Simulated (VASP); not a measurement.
# BN (Fm-3m) in VASP: further runs

BN is run at these levels: LDA, PBE; tasks: G0W0 quasiparticle levels.

Program: VASP 6.6.1. These are calculated values, not measurements. Logs are shortened: lines on timing, memory, paths and dates and some standing lists are left out, and cuts for length are marked.

## 1. The cell of the first run

The structure is cubic, space group Fm-3m (No. 225). The conventional cell has a = 3.492 Å, b = 3.492 Å, c = 3.492 Å, α = 90.00°, β = 90.00°, γ = 90.00°. B (site symmetry m-3m) has 6 N at 1.75 Å within 2.3 Å. Within 2.3 Å of N (site symmetry m-3m) lie 6 B at 1.75 Å.

## 2. G0W0 quasiparticle levels, LDA

POSCAR reads:

```
BN
1.0
    0.0000000000      1.7458259350      1.7458259350
    1.7458259350      0.0000000000      1.7458259350
    1.7458259350      1.7458259350      0.0000000000
B N
1 1
Direct
    0.0000000000      0.0000000000      0.0000000000
    0.5000000000      0.5000000000      0.5000000000
```

INCAR.step1 reads:

```
SYSTEM = BN
ALGO = Normal
EDIFF = 1E-8
ENCUT = 500
GGA = CA
ISMEAR = 0
LASPH = .True.
LCHARG = .False.
LREAL = .False.
LWAVE = .True.
NELM = 80
PREC = Accurate
SIGMA = 0.01
```

INCAR.step2 reads:

```
SYSTEM = BN
ALGO = Exact
EDIFF = 1E-8
ENCUT = 500
GGA = CA
ISMEAR = 0
ISTART = 1
LASPH = .True.
LCHARG = .False.
LOPTICS = .True.
LREAL = .False.
LWAVE = .True.
NBANDS = 34
NELM = 1
PREC = Accurate
SIGMA = 0.01
```

INCAR.step3 reads:

```
SYSTEM = BN
ALGO = EVGW0
EDIFF = 1E-8
ENCUT = 500
ENCUTGW = 60
GGA = CA
ISMEAR = 0
ISTART = 1
LASPH = .True.
LCHARG = .False.
LREAL = .False.
LWAVE = .False.
NBANDS = 34
NBANDSGW = 12
NELMGW = 1
NOMEGA = 48
PREC = Accurate
PRECFOCK = Fast
SIGMA = 0.01
```

KPOINTS reads:

```
k-points
0
Gamma
  4 4 4
  0 0 0
```

Potentials or basis: VASP PAW LDA potentials, release 64 (B_GW, N_GW).

On the command line:

```
$ cat potpaw_LDA.64/B_GW/POTCAR potpaw_LDA.64/N_GW/POTCAR > POTCAR
$ cp INCAR.step1 INCAR
$ mpirun -np 1 vasp_std > vasp.out
$ cp INCAR.step2 INCAR
$ mpirun -np 1 vasp_std > vasp.out
$ cp INCAR.step3 INCAR
$ mpirun -np 1 vasp_std > vasp.out
```

OUTCAR:

```text
SYSTEM = BN
   EDIFF = 1E-8
   ENCUT = 500
   ENCUTGW = 60
   GGA = CA
   ISMEAR = 0
   ISTART = 1
   LASPH = .True.
   LREAL = .False.
   NELMGW = 1
   PREC = Accurate
   PRECFOCK = Fast

 ion  position               nearest neighbor table
   1  0.000  0.000  0.000-   2 1.75   2 1.75   2 1.75   2 1.75   2 1.75   2 1.75
   2  0.500  0.500  0.500-   1 1.75   1 1.75   1 1.75   1 1.75   1 1.75   1 1.75

  LATTYP: Found a face centered cubic cell.
 ALAT       =     3.4916518700

  Lattice vectors:

 A1 = (   0.0000000000,   1.7458259350,   1.7458259350)
 A2 = (   1.7458259350,   0.0000000000,   1.7458259350)
 A3 = (   1.7458259350,   1.7458259350,   0.0000000000)

Analysis of symmetry for initial positions (statically):
=====================================================================
 Subroutine PRICEL returns:
 Original cell was already a primitive cell.

 Routine SETGRP: Setting up the symmetry group for a
 face centered cubic supercell.

 Subroutine GETGRP returns: Found 48 space group operations
 (whereof 48 operations were pure point group operations)
 out of a pool of 48 trial point group operations.

The static configuration has the point symmetry O_h .

Analysis of symmetry for dynamics (positions and initial velocities):
=====================================================================
 Subroutine PRICEL returns:
 Original cell was already a primitive cell.

 Routine SETGRP: Setting up the symmetry group for a
 face centered cubic supercell.

 Subroutine GETGRP returns: Found 48 space group operations
 (whereof 48 operations were pure point group operations)
 out of a pool of 48 trial point group operations.

The dynamic configuration has the point symmetry O_h .

 Subroutine INISYM returns: Found 48 space group operations
 (whereof 48 operations are pure point group operations),
 and found     1 'primitive' translations

----------------------------------------------------------------------------------------

                                     Primitive cell

  volume of cell :      10.6422

  direct lattice vectors                    reciprocal lattice vectors
     0.000000000  1.745825935  1.745825935    -0.286397395  0.286397395  0.286397395
     1.745825935  0.000000000  1.745825935     0.286397395 -0.286397395  0.286397395
     1.745825935  1.745825935  0.000000000     0.286397395  0.286397395 -0.286397395

  length of vectors
     2.468970715  2.468970715  2.468970715     0.496054839  0.496054839  0.496054839

  position of ions in fractional coordinates (direct lattice)
     0.000000000  0.000000000  0.000000000
     0.500000000  0.500000000  0.500000000

  ion indices of the primitive-cell ions
   primitive index   ion index
                 1           1
                 2           2

----------------------------------------------------------------------------------------

 KPOINTS: k-points

Automatic generation of k-mesh.
 Grid dimensions read from file:
 generate k-points for:    4    4    4

 Generating k-lattice:

  Cartesian coordinates                     Fractional coordinates (reciprocal lattice)
    -0.071599349  0.071599349  0.071599349     0.250000000  0.000000000  0.000000000
     0.071599349 -0.071599349  0.071599349     0.000000000  0.250000000  0.000000000
     0.071599349  0.071599349 -0.071599349     0.000000000  0.000000000  0.250000000

  Length of vectors
     0.124013710  0.124013710  0.124013710

  Shift w.r.t. Gamma in fractional coordinates (k-lattice)
     0.000000000  0.000000000  0.000000000

 Subroutine IBZKPT returns following result:
 ===========================================

 Found      8 irreducible k-points:

 Following reciprocal coordinates:
            Coordinates               Weight
  0.000000  0.000000  0.000000      1.000000
  0.250000  0.000000  0.000000      8.000000
  0.500000  0.000000  0.000000      4.000000
  0.250000  0.250000  0.000000      6.000000
  0.500000  0.250000  0.000000     24.000000
 -0.250000  0.250000  0.000000     12.000000
  0.500000  0.500000  0.000000      3.000000
 -0.250000  0.500000  0.250000      6.000000
   k-points           NKPTS =      8   k-points in BZ     NKDIM =     64   number of bands    NBANDS=     34
   number of dos      NEDOS =    301   number of ions     NIONS =      2
   total plane-waves  NPLWV =   5832
   dimension x,y,z NGX =    18 NGY =   18 NGZ =   18
   dimension x,y,z NGXF=    36 NGYF=   36 NGZF=   36
   ions per type =               1   1
   NGX,Y,Z   is equivalent  to a cutoff of  12.12, 12.12, 12.12 a.u.
   NGXF,Y,Z  is equivalent  to a cutoff of  24.24, 24.24, 24.24 a.u.
 SYSTEM =  BN
   PREC   = accura    normal or accurate (medium, high low for compatibility)
   ISTART =      1    job   : 0-new  1-cont  2-samecut
   ICHARG =      0    charge: 1-file 2-atom 10-const
   ISPIN  =      1    spin polarized calculation?
   LNONCOLLINEAR =      F non collinear calculations
   LSORBIT =      F    spin-orbit coupling
   LASPH  =      T    aspherical Exc in radial PAW
   ENCUT  =  500.0 eV  36.75 Ry    6.06 a.u.   4.50  4.50  4.50*2*pi/ulx,y,z
   NELM   =     60;   NELMIN=  2; NELMDL=  0     # of ELM steps
   EDIFF  = 0.1E-07   stopping-criterion for ELM
   LREAL  =      F    real-space projection
   EDIFFG = 0.1E-06   stopping-criterion for IOM
   NSW    =      0    number of steps for IOM
   IBRION =     -1    ionic relax: 0-MD 1-quasi-New 2-CG
   NFREE  =      0    steps in history (QN), initial steepest desc. (CG)
   ISIF   =      0    stress and relaxation
   ISYM   =      3    0-nonsym 1-usesym 2-fastsym
   POTIM  = 0.5000    time-step for ionic-motion
   TEBEG  =    0.0;   TEEND  =   0.0 temperature during run
   PSTRESS=    0.0 pullay stress
   NELECT =       8.0000    total number of electrons
   NUPDOWN=      -1.0000    fix difference up-down
   EMIN   =  10.00;   EMAX   =-10.00  energy-range for DOS
   EFERMI =   0.00;   METHOD = LEGACY
   ISMEAR =     0;   SIGMA  =   0.01  broadening in eV -4-tet -1-fermi 0-gaus
   EFERMI_NEDOS =   21; number of points for ismear=-14 and -15
   IALGO  =     38    algorithm
   IMIX   =      4    mixing-type and parameters
     AMIX     =   0.40;   BMIX     =  1.00
     AMIX_MAG =   1.60;   BMIX_MAG =  1.00
  volume/ion in A,a.u.               =       5.32        35.91
  Fermi-wavevector in a.u.,A,eV,Ry     =   1.488540  2.812933 30.147133  2.215752
  Thomas-Fermi vector in A             =   2.601562
   LORBIT       =      0    0 simple, 1 ext, 2 COOP (PROOUT), +10 PAW based schemes
   GGA     = CA    functional components
   LHFCALC =     T    Hartree Fock is set to
   PRECFOCK=fast      Normal, Fast or Accurate (Low or Medium for compatibility)
   ENCUT4O =  -1.0   cutoff for four orbital integrals eV
   NKREDX  =     1    reduce k-point grid by
   NKREDY  =     1    reduce k-point grid by
   NKREDZ  =     1    reduce k-point grid by
   AEXX    =    1.0000 exact exchange contribution
   HFSCREEN=    0.0000 screening length (either q_TF or 0.3 A-1)
   HFSCREENC=   0.0000 screening length for correlation (either q_TF or 0.3 A-1)
   ENCUTFOCK=  -1.0 apply spherical cutoff to Coloumb kernel
   IVDW    =     0    specifies the selected vdW correction
   LEPSILON=     F    determine dielectric tensor
   LRPA    =     F    only Hartree local field effects (RPA)
   LRPAFORCE           =     F    calculate RPA forces
   ENCUTGW             =  60.0    cutoff for response function in eV
   ENCUTGWSOFT         =  48.0    soft cutoff for Coulomb kernel in GW response function in eV
   ENCUTLF             =  -1.0    cutoff for local field effects
   NELMGW              =     1    number of iterations in solving QP/BSE equation
   NELMHF              =     1    number of iterations in the inner HF iteration
   NKREDLFX            =     1    NKREDLFY  =   1   NKREDLFZ  =   1
 non-spin polarized calculation
 Gauss-broadening in eV      SIGMA  =   0.01
  energy-cutoff  :      500.00
  volume of cell :       10.64
 maximum number of plane-waves:       290
 NGX is ok and might be reduce to    18
  NGX = 10; NGY = 10; NGZ = 10
   NGX =  9   NGY =  9   NGZ =  9
 maximum number of plane-waves:        15
 NGX is ok and might be reduce to    10

 QP shifts <psi_nk| G(iteration)W_0 |psi_nk>: iteration 1
 for sc-GW calculations column KS-energies equals QP-energies in previous step
 and V_xc(KS)=  KS-energies - (<T + V_ion + V_H > + <T+V_H+V_ion>^1  + <V_x>^1)

 k-point   1 :       0.0000    0.0000    0.0000
  band No.  KS-energies  QP-energies   sigma(KS)   V_xc(KS)     V^pw_x(r,r')   Z            occupation Imag(sigma)

      1     -11.7957     -12.8520     -16.7282     -15.3362     -26.3159       0.7588       2.0000       1.9481
      2       9.6782      10.0667     -17.3421     -17.8252     -21.1097       0.8043       2.0000       0.1552
      3       9.6782      10.0667     -17.3421     -17.8252     -21.1097       0.8043       2.0000       0.1552
      4       9.6782      10.0667     -17.3421     -17.8252     -21.1097       0.8043       2.0000       0.1552
      5      20.0478      21.0092     -15.6712     -16.8972      -9.3334       0.7841       0.0000      -0.2891
      6      22.4150      24.1643     -12.9807     -15.2438      -5.6626       0.7730       0.0000      -0.4411
      7      22.4150      24.1643     -12.9807     -15.2438      -5.6626       0.7730       0.0000      -0.4411
      8      22.4150      24.1643     -12.9807     -15.2438      -5.6626       0.7730       0.0000      -0.4411
      9      29.0988      30.0661     -11.9442     -13.1051      -5.8856       0.8332       0.0000      -0.3629
     10      29.0988      30.0661     -11.9442     -13.1051      -5.8856       0.8332       0.0000      -0.3629
     11      29.0988      30.0661     -11.9442     -13.1051      -5.8856       0.8332       0.0000      -0.3629
     12      34.5013      35.3238     -10.3509     -11.3653      -2.9796       0.8108       0.0000      -0.6354

 k-point   2 :       0.2500    0.0000    0.0000
  band No.  KS-energies  QP-energies   sigma(KS)   V_xc(KS)     V^pw_x(r,r')   Z            occupation Imag(sigma)

      1     -10.0697     -11.0468     -16.7845     -15.5172     -25.9770       0.7711       2.0000       1.7273
      2       4.1657       3.9641     -16.5949     -16.3383     -21.5037       0.7855       2.0000       0.3019
      3       9.6662      10.0574     -17.3924     -17.8785     -20.9825       0.8049       2.0000       0.1493
      4       9.6662      10.0574     -17.3924     -17.8785     -20.9825       0.8049       2.0000       0.1493
      5      18.5279      20.0234     -12.6962     -14.5737      -6.8036       0.7965       0.0000      -0.2334
      6      18.5279      20.0234     -12.6962     -14.5737      -6.8036       0.7965       0.0000      -0.2334
      7      19.2472      20.4336     -14.0122     -15.5029      -7.8991       0.7959       0.0000      -0.2341
      8      23.2995      24.9182     -14.9481     -17.0399      -7.7880       0.7738       0.0000      -0.5029
      9      28.7421      29.8524     -11.6641     -13.0266      -4.7880       0.8149       0.0000      -0.5139
     10      33.1855      34.2885     -12.0104     -13.3468      -5.3403       0.8254       0.0000      -0.6067
     11      33.1855      34.2885     -12.0104     -13.3468      -5.3403       0.8254       0.0000      -0.6067
     12      44.1757      45.8606     -11.2727     -13.2377      -2.9503       0.8575       0.0000      -1.9970
[... 68 lines left out ...]
      1      -3.6302      -4.5763     -18.4773     -17.2435     -26.2853       0.7669       2.0000       0.8919
      2      -1.4023      -1.6011     -15.1844     -14.9239     -21.3587       0.7630       2.0000       0.6112
      3       4.8930       4.9138     -16.2809     -16.3074     -20.9251       0.7857       2.0000       0.2508
      4       4.8930       4.9138     -16.2809     -16.3074     -20.9251       0.7857       2.0000       0.2508
      5      11.9189      12.5387     -13.6398     -14.4008      -9.2279       0.8145       0.0000      -0.1201
      6      19.2516      19.9695     -11.5151     -12.3739      -6.1396       0.8360       0.0000      -0.1589
      7      25.0016      27.0287     -14.1822     -16.8282      -6.5288       0.7661       0.0000      -0.5770
      8      25.0016      27.0287     -14.1822     -16.8282      -6.5288       0.7661       0.0000      -0.5770
      9      26.6643      28.9563     -15.2219     -18.2120      -7.5427       0.7665       0.0000      -0.6297
     10      42.9408      44.8256     -11.0743     -13.3831      -2.8395       0.8164       0.0000      -1.6385
     11      46.1105      48.1888     -12.6844     -14.9464      -5.7312       0.9187       0.0000      -2.2333
     12      52.0652      53.8117     -11.5193     -13.4866      -3.8598       0.8878       0.0000      -2.2503

 k-point   8 :      -0.2500    0.5000    0.2500
  band No.  KS-energies  QP-energies   sigma(KS)   V_xc(KS)     V^pw_x(r,r')   Z            occupation Imag(sigma)

      1      -3.4665      -4.3989     -18.6470     -17.4340     -26.4505       0.7687       2.0000       0.8867
      2       1.0029       0.8463     -15.4570     -15.2540     -20.8935       0.7715       2.0000       0.4311
      3       1.0029       0.8463     -15.4570     -15.2540     -20.8935       0.7715       2.0000       0.4311
      4       3.6321       3.4048     -15.7235     -15.4345     -20.1976       0.7865       2.0000       0.2741
      5      17.7449      19.1281     -15.0672     -16.7986      -9.9581       0.7988       0.0000      -0.2130
      6      18.2477      19.6333     -12.8869     -14.6288      -6.7791       0.7954       0.0000      -0.2389
      7      24.8327      26.8494     -14.8134     -17.4120      -7.9105       0.7761       0.0000      -0.4243
      8      24.8327      26.8494     -14.8134     -17.4120      -7.9105       0.7761       0.0000      -0.4243
      9      30.1489      31.3788     -11.6174     -13.1433      -4.2904       0.8060       0.0000      -0.7248
     10      30.1489      31.3788     -11.6174     -13.1433      -4.2904       0.8060       0.0000      -0.7248
     11      50.1368      52.5477     -12.4046     -15.0454      -4.8236       0.9129       0.0000      -2.6618
     12      50.9107      52.9391     -11.2470     -13.6374      -3.2200       0.8485       0.0000      -2.0763
```

Run time: 11 s. Hardware: 1 thread of Intel Xeon 8259CL, shared host; peak memory 0.12 GiB.

What came out:

| Item | Value |
| --- | --- |
| Band gap on the k mesh, mean-field level | 1.96 eV, indirect (least direct gap 5.62 eV) |
| Quasiparticle gap | 2.18 eV |
| Least direct quasiparticle gap | 6.55 eV |

Caveat: the k points lie up to 0.78 Å⁻¹ apart; bands, screening cutoff and mesh are small and nothing is extrapolated, so the quasiparticle values aren't converged.

(Part 1 of 2 ends here.)
